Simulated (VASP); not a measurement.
# La2O3 in VASP: notebook

La2O3 is run at these levels: LDA, PBE; tasks: single point.

All numbers are computed with VASP 6.6.1; they aren't measurements. Logs are shortened: lines on timing, memory, paths and dates and some standing lists are left out, and cuts for length are marked.

## Step 1: The cell of the first run

The structure is hexagonal, space group P6/mmm (No. 191). Conventional cell: a = 6.254 Å, b = 6.254 Å, c = 3.231 Å, α = 90.00°, β = 90.00°, γ = 120.00°. La (site symmetry -6m2) has 6 O at 2.42 Å within 3.2 Å. Within 3.2 Å of O (site symmetry mmm) lie 4 La at 2.42 Å and 4 O at 3.13 Å.

## Step 2: Single point, LDA

INCAR

```
PREC = Accurate
ENCUT = 520
EDIFF = 1E-6
ISMEAR = -1
SIGMA = 0.05
LREAL = F
LASPH = T
NELM = 100
ALGO = Normal
ISIF = 2
LWAVE = F
LCHARG = F
NBANDS = 28
```

KPOINTS

```
Automatic mesh
0
Gamma
  5 5 8
```

POSCAR

```
La2O3
1.0
    6.2541246125      0.0000000000      0.0000000000
   -3.1270623062      5.4162307929      0.0000000000
    0.0000000000      0.0000000000      3.2310552821
La O
2 3
Direct
    0.6666666667      0.3333333333      0.4999897349
    0.3333333333      0.6666666667      0.5000102651
    0.4999896475      0.0000000000      0.0000000000
    0.0000000000      0.4999896475      0.0000000000
    0.5000103525      0.5000103525      0.0000000000
```

Potentials or basis: VASP PAW LDA potentials, release 64 (La, O).

Run with:

```sh
cat potpaw_LDA.64/La/POTCAR potpaw_LDA.64/O/POTCAR > POTCAR
mpirun -np 1 vasp_std > vasp.out
```

OUTCAR:

```text
PREC = Accurate
   ENCUT = 520
   EDIFF = 1E-6
   ISMEAR = -1
   LREAL = F
   LASPH = T
   NELM = 100
   ISIF = 2

 ion  position               nearest neighbor table
   1  0.667  0.333  0.500-   4 2.42   3 2.42   5 2.42   4 2.42   3 2.42   5 2.42   2 3.61   2 3.61
                             2 3.61
   2  0.333  0.667  0.500-   4 2.42   3 2.42   5 2.42   4 2.42   3 2.42   5 2.42   1 3.61   1 3.61
                             1 3.61
   3  0.500  0.000  0.000-   2 2.42   1 2.42   2 2.42   1 2.42
   4  0.000  0.500  0.000-   1 2.42   2 2.42   1 2.42   2 2.42
   5  0.500  0.500  0.000-   1 2.42   2 2.42   2 2.42   1 2.42

  LATTYP: Found a hexagonal cell.
 ALAT       =     6.2541246125
 C/A-ratio  =     0.5166279028

  Lattice vectors:

 A1 = (   6.2541246125,   0.0000000000,   0.0000000000)
 A2 = (  -3.1270623062,   5.4162307929,   0.0000000000)
 A3 = (   0.0000000000,   0.0000000000,   3.2310552821)

Analysis of symmetry for initial positions (statically):
=====================================================================
 Subroutine PRICEL returns:
 Original cell was already a primitive cell.

 Routine SETGRP: Setting up the symmetry group for a
 hexagonal supercell.

 Subroutine GETGRP returns: Found  6 space group operations
 (whereof  6 operations were pure point group operations)
 out of a pool of 24 trial point group operations.

The static configuration has the point symmetry D_3 .

Analysis of symmetry for dynamics (positions and initial velocities):
=====================================================================
 Subroutine PRICEL returns:
 Original cell was already a primitive cell.

 Routine SETGRP: Setting up the symmetry group for a
 hexagonal supercell.

 Subroutine GETGRP returns: Found  6 space group operations
 (whereof  6 operations were pure point group operations)
 out of a pool of 24 trial point group operations.

The dynamic configuration has the point symmetry D_3 .

 Subroutine INISYM returns: Found  6 space group operations
 (whereof  6 operations are pure point group operations),
 and found     1 'primitive' translations

----------------------------------------------------------------------------------------

                                     Primitive cell

  volume of cell :     109.4481

  direct lattice vectors                    reciprocal lattice vectors
     6.254124613  0.000000000  0.000000000     0.159894480  0.092315121  0.000000000
    -3.127062306  5.416230793  0.000000000     0.000000000  0.184630242  0.000000000
     0.000000000  0.000000000  3.231055282     0.000000000  0.000000000  0.309496407

  length of vectors
     6.254124613  6.254124613  3.231055282     0.184630242  0.184630242  0.309496407

  position of ions in fractional coordinates (direct lattice)
     0.666666667  0.333333333  0.499989735
     0.333333333  0.666666667  0.500010265
     0.499989648  0.000000000  0.000000000
     1.000000000  0.499989648  0.000000000
     0.500010352  0.500010352  0.000000000

  ion indices of the primitive-cell ions
   primitive index   ion index
                 1           1
                 2           2
                 3           3
                 4           4
                 5           5

----------------------------------------------------------------------------------------

 KPOINTS: Automatic mesh

Automatic generation of k-mesh.
 Grid dimensions read from file:
 generate k-points for:    5    5    8

 Generating k-lattice:

  Cartesian coordinates                     Fractional coordinates (reciprocal lattice)
     0.031978896  0.018463024  0.000000000     0.200000000  0.000000000  0.000000000
     0.000000000  0.036926048  0.000000000     0.000000000  0.200000000  0.000000000
     0.000000000  0.000000000  0.038687051     0.000000000  0.000000000  0.125000000

  Length of vectors
     0.036926048  0.036926048  0.038687051

  Shift w.r.t. Gamma in fractional coordinates (k-lattice)
     0.000000000  0.000000000  0.000000000

 Subroutine IBZKPT returns following result:
 ===========================================

 Found     31 irreducible k-points:

 Following reciprocal coordinates:
            Coordinates               Weight
  0.000000  0.000000  0.000000      1.000000
  0.200000  0.000000  0.000000      6.000000
  0.400000  0.000000  0.000000      6.000000
  0.200000  0.200000  0.000000      6.000000
  0.400000  0.200000  0.000000      6.000000
  0.000000  0.000000  0.125000      2.000000
[... 16 lines left out ...]
  0.400000  0.000000  0.375000      6.000000
  0.000000  0.400000  0.375000      6.000000
 [... further k-points ...]
   k-points           NKPTS =     31   k-points in BZ     NKDIM =     31   number of bands    NBANDS=     28
   number of dos      NEDOS =    301   number of ions     NIONS =      5
   total plane-waves  NPLWV =  55296
   dimension x,y,z NGX =    48 NGY =   48 NGZ =   24
   dimension x,y,z NGXF=    96 NGYF=   96 NGZF=   48
   ions per type =               2   3
   NGX,Y,Z   is equivalent  to a cutoff of  12.76, 12.76, 12.35 a.u.
   NGXF,Y,Z  is equivalent  to a cutoff of  25.52, 25.52, 24.70 a.u.
 SYSTEM =  unknown system
   PREC   = accura    normal or accurate (medium, high low for compatibility)
   ISTART =      0    job   : 0-new  1-cont  2-samecut
   ICHARG =      2    charge: 1-file 2-atom 10-const
   ISPIN  =      1    spin polarized calculation?
   LNONCOLLINEAR =      F non collinear calculations
   LSORBIT =      F    spin-orbit coupling
   LASPH  =      T    aspherical Exc in radial PAW
   ENCUT  =  520.0 eV  38.22 Ry    6.18 a.u.  11.63 11.63  6.01*2*pi/ulx,y,z
   NELM   =    100;   NELMIN=  2; NELMDL= -5     # of ELM steps
   EDIFF  = 0.1E-05   stopping-criterion for ELM
   LREAL  =      F    real-space projection
   EDIFFG = 0.1E-04   stopping-criterion for IOM
   NSW    =      0    number of steps for IOM
   IBRION =     -1    ionic relax: 0-MD 1-quasi-New 2-CG
   NFREE  =      0    steps in history (QN), initial steepest desc. (CG)
   ISIF   =      2    stress and relaxation
   ISYM   =      2    0-nonsym 1-usesym 2-fastsym
   POTIM  = 0.5000    time-step for ionic-motion
   TEBEG  =    0.0;   TEEND  =   0.0 temperature during run
   PSTRESS=    0.0 pullay stress
   NELECT =      40.0000    total number of electrons
   NUPDOWN=      -1.0000    fix difference up-down
   EMIN   =  10.00;   EMAX   =-10.00  energy-range for DOS
   EFERMI =   0.00;   METHOD = LEGACY
   ISMEAR =    -1;   SIGMA  =   0.05  broadening in eV -4-tet -1-fermi 0-gaus
   EFERMI_NEDOS =   21; number of points for ismear=-14 and -15
   IALGO  =     38    algorithm
   IMIX   =      4    mixing-type and parameters
     AMIX     =   0.40;   BMIX     =  1.00
     AMIX_MAG =   1.60;   BMIX_MAG =  1.00
  volume/ion in A,a.u.               =      21.89       147.72
  Fermi-wavevector in a.u.,A,eV,Ry     =   1.170466  2.211860 18.639854  1.369991
  Thomas-Fermi vector in A             =   2.306924
   LORBIT       =      0    0 simple, 1 ext, 2 COOP (PROOUT), +10 PAW based schemes
   GGA     = CA    functional components
   LHFCALC =     F    Hartree Fock is set to
   AEXX    =    0.0000 exact exchange contribution
   IVDW    =     0    specifies the selected vdW correction
   LEPSILON=     F    determine dielectric tensor
   LRPA    =     F    only Hartree local field effects (RPA)
 non-spin polarized calculation
  energy-cutoff  :      520.00
  volume of cell :      109.45
 maximum number of plane-waves:      2970
 NGX is ok and might be reduce to    48
   NGX = 23   NGY = 23   NGZ = 13

 number of electron      39.9999966 magnetization

 Free energy of the ion-electron system (eV)
  ---------------------------------------------------
  ext. energy  EPLUGINS =         0.00000000
  ---------------------------------------------------
  free energy    TOTEN  =       -44.44581986 eV

  energy without entropy =      -44.44581978  energy(sigma->0) =      -44.44581982

 E-fermi :   4.0059     XC(G=0):  -8.9070

 val. band max:        3.4063126905   @ k =   0.0000   0.0000   0.5000
 cond. band min:       4.6049211826   @ k =   0.0000   0.0000   0.0000
 fundamental gap:      1.1986084921
 Fermi energy:         4.0058845102

 k-point     1 :       0.0000    0.0000    0.0000
  band No.  band energies     occupation
      1     -27.0301      2.00000
      2     -26.7805      2.00000
      3     -14.1864      2.00000
      4     -14.1864      2.00000
      5     -12.3205      2.00000
      6     -10.6089      2.00000
[... 20 lines left out ...]
     27       8.0985      0.00000
     28       8.1426      0.00000

 k-point     2 :       0.2000    0.0000    0.0000
  band No.  band energies     occupation
      1     -27.0100      2.00000
      2     -26.8022      2.00000
      3     -14.1926      2.00000
      4     -14.0786      2.00000
      5     -12.5877      2.00000
      6     -10.5783      2.00000
[... 20 lines left out ...]
     27       8.1112      0.00000
     28       8.1298      0.00000

 k-point     3 :       0.4000    0.0000    0.0000
  band No.  band energies     occupation
      1     -26.9626      2.00000
      2     -26.8522      2.00000
      3     -14.2025      2.00000
      4     -13.8159      2.00000
      5     -13.0414      2.00000
      6     -10.5270      2.00000
[... 20 lines left out ...]
     27       8.1482      0.00000
     28       8.1562      0.00000

 k-point     4 :       0.2000    0.2000    0.0000
  band No.  band energies     occupation
      1     -26.9745      2.00000
      2     -26.8399      2.00000
      3     -14.2032      2.00000
      4     -13.8777      2.00000
      5     -12.9458      2.00000
      6     -10.5260      2.00000
[... 578 lines left out ...]
     27       7.8301      0.00000
     28       7.8460      0.00000

 k-point    23 :       0.4000    0.0000    0.3750
  band No.  band energies     occupation
      1     -26.6196      2.00000
      2     -26.5343      2.00000
      3     -14.3378      2.00000
      4     -13.7169      2.00000
      5     -13.0301      2.00000
      6     -11.2120      2.00000
[... 20 lines left out ...]
     27       7.9007      0.00000
     28       8.0102      0.00000

 k-point    24 :       0.0000    0.4000    0.3750
  band No.  band energies     occupation
      1     -26.6196      2.00000
      2     -26.5343      2.00000
      3     -14.3378      2.00000
      4     -13.7169      2.00000
      5     -13.0301      2.00000
      6     -11.2120      2.00000
[... 20 lines left out ...]
     27       7.8997      0.00000
     28       8.0079      0.00000

 [... further k-points ...]

------------------------ aborting loop because EDIFF is reached ----------------------------------------

  FORCE on cell =-STRESS in cart. coord.  units (eV):
  Direction    XX          YY          ZZ          XY          YZ          ZX
  --------------------------------------------------------------------------------------
  -------------------------------------------------------------------------------------
  Total       -0.0251183     -0.0251183      0.0075838     -0.0000000     -0.0000000     -0.0000000
  in kB       -0.3676993     -0.3676993      0.1110173     -0.0000000     -0.0000000     -0.0000000
  external PRESSURE =      -0.2081271 kB  Pullay stress =       0.0000000 kB

 VOLUME and BASIS-vectors are now :
 -----------------------------------------------------------------------------
  energy-cutoff  :      520.00
  volume of cell :      109.45
      direct lattice vectors                 reciprocal lattice vectors
     6.254124613  0.000000000  0.000000000     0.159894480  0.092315121  0.000000000
    -3.127062306  5.416230793  0.000000000     0.000000000  0.184630242  0.000000000
     0.000000000  0.000000000  3.231055282     0.000000000  0.000000000  0.309496407

 POSITION                                       TOTAL-FORCE (eV/Angst)
 -----------------------------------------------------------------------------------
      3.12706      1.80541      1.61549         0.000000      0.000000      0.000132
     -0.00000      3.61082      1.61556         0.000000     -0.000000     -0.000132
      3.12700      0.00000      0.00000         0.000068      0.000000      0.000000
     -1.56350      2.70806      0.00000        -0.000034      0.000059      0.000000
      1.56356      2.70817      0.00000        -0.000034     -0.000059      0.000000
 -----------------------------------------------------------------------------------
    total drift:                                0.000000      0.000000      0.000000

  FREE ENERGIE OF THE ION-ELECTRON SYSTEM (eV)
  ---------------------------------------------------
  free  energy   TOTEN  =       -44.4458198627 eV

  energy  without entropy=      -44.4458197789  energy(sigma->0) =      -44.44581982
```

Run time: 2.8 min. Hardware: 1 thread of Intel Xeon Platinum 8488C (Sapphire Rapids), shared host; peak memory 0.24 GiB.

Results:

- Free energy: -44.4458 eV
- Pressure: 0.0 GPa
- Band gap on the k mesh: 1.20 eV, indirect (least direct gap 1.82 eV)

Caveat: spin-orbit coupling is left out, which moves the levels of the heavy elements.

## Step 3: Single point, PBE (volume scaled by 0.94)

INCAR

```
PREC = Accurate ; ENCUT = 520
EDIFF = 1E-7 ; ISMEAR = -1
SIGMA = 0.05 ; LREAL = F
LASPH = T ; NELM = 80
ALGO = Normal ; ISIF = 2
LWAVE = F ; LCHARG = T
GGA = PE ; LELF = T
LVHAR = T ; NBANDS = 28
```

KPOINTS

```
regular mesh
0
Gamma
  5 5 8
```

POSCAR

```
La2O3
1.0
    6.2402306599      0.0000000000      0.0000000000
   -3.1201153299      5.4041982769      0.0000000000
    0.0000000000      0.0000000000      3.2227346680
La O
2 3
Direct
    0.6666666667      0.3333333333      0.4981030000
    0.3333333333      0.6666666667      0.5018970000
    0.5046070000      0.0000000000      0.0000000000
    0.0000000000      0.5046070000      0.0000000000
    0.4953930000      0.4953930000      0.0000000000
```

Potentials or basis: VASP PAW PBE potentials, release 64 (La, O).

Run with:

```sh
cat potpaw_PBE.64/La/POTCAR potpaw_PBE.64/O/POTCAR > POTCAR
mpirun -np 1 vasp_std > vasp.out
```

Wall time 92 s (1 thread of AMD EPYC 7R13 (Zen 3), shared host); peak memory 0.25 GiB.

The run converged. Its results:

```
Free energy            : -40.6542 eV
Pressure               : 6.2 GPa
Largest force          : 0.023 eV/Å
Band gap on the k mesh : 1.32 eV, indirect (least direct gap 1.95 eV)
```

Forces on the atoms (eV/Å):
```
La   0.000  0.000  0.023
La   0.000  0.000 -0.023
O   -0.018  0.000  0.000
O    0.009 -0.015  0.000
O    0.009  0.015  0.000
```

Stress tensor (GPa, compression positive):
```
5.17 0.00 0.00
0.00 5.17 0.00
0.00 0.00 8.13
```

Levels at points of the mesh, in eV from the valence-band top:
| k point | band 18 | band 19 | band 20 | band 21 | band 22 | band 23 |
| --- | --- | --- | --- | --- | --- | --- |
| (0.00, 0.00, 0.00) | -1.19 | -1.00 | -0.63 | 1.32 | 3.36 | 3.95 |
| (0.00, 0.00, 0.50) | -1.48 | -0.58 | 0.00 | 4.31 | 4.33 | 4.40 |

Caveat: spin-orbit coupling is left out, which moves the levels of the heavy elements.

## Step 4: Single point, PBE (volume scaled by 0.96)

INCAR

```
SYSTEM = La2O3
PREC = Accurate
ENCUT = 520
EDIFF = 1E-6
ISMEAR = -1
SIGMA = 0.05
LREAL = .False.
LASPH = .True.
NELM = 60
ALGO = Normal
ISIF = 2
LWAVE = .False.
LCHARG = .False.
GGA = PE
NBANDS = 28
```

KPOINTS

```
Automatic mesh
0
Gamma
  5 5 8
  0 0 0
```

Changes to POSCAR since step 3:

```diff
@@ -2,5 +2,5 @@
 1.0
-    6.2402306599      0.0000000000      0.0000000000
-   -3.1201153299      5.4041982769      0.0000000000
-    0.0000000000      0.0000000000      3.2227346680
+    6.2841773941      0.0000000000      0.0000000000
+   -3.1420886970      5.4422572652      0.0000000000
+    0.0000000000      0.0000000000      3.2454307304
 La O
```

Run with:

```sh
cat potpaw_PBE.64/La/POTCAR potpaw_PBE.64/O/POTCAR > POTCAR
mpirun -np 1 vasp_std > vasp.out
```

It took 84 s on 1 thread of AMD EPYC 7R13 (Zen 3), shared host; peak memory 0.25 GiB.

The run converged. Its results:

```yaml
Free_energy: -40.7271 eV
Pressure: 3.8 GPa
Largest_force: 0.024 eV/Å
Band_gap_on_the_k_mesh: 1.44 eV, indirect (least direct gap 2.00 eV)
```

Forces on the atoms (eV/Å):
```
La   0.000  0.000  0.019
La   0.000  0.000 -0.019
O   -0.024  0.000  0.000
O    0.012 -0.021  0.000
O    0.012  0.021  0.000
```

Stress tensor (GPa, compression positive):
```
3.18 0.00 0.00
0.00 3.18 0.00
0.00 0.00 4.94
```

Levels at points of the mesh, in eV from the valence-band top:
```tsv
k point	band 17	band 18	band 19	band 20	band 21	band 22	band 23	band 24
(0.00, 0.00, 0.00)	-1.10	-1.10	-0.87	-0.56	1.44	3.42	3.97	3.97
(0.00, 0.00, 0.50)	-1.34	-1.34	-0.46	0.00	4.31	4.32	4.39	4.43
```

Caveat: spin-orbit coupling is left out, which moves the levels of the heavy elements. A k mesh can miss the band edges.

(Continued in part 2 of 2.)
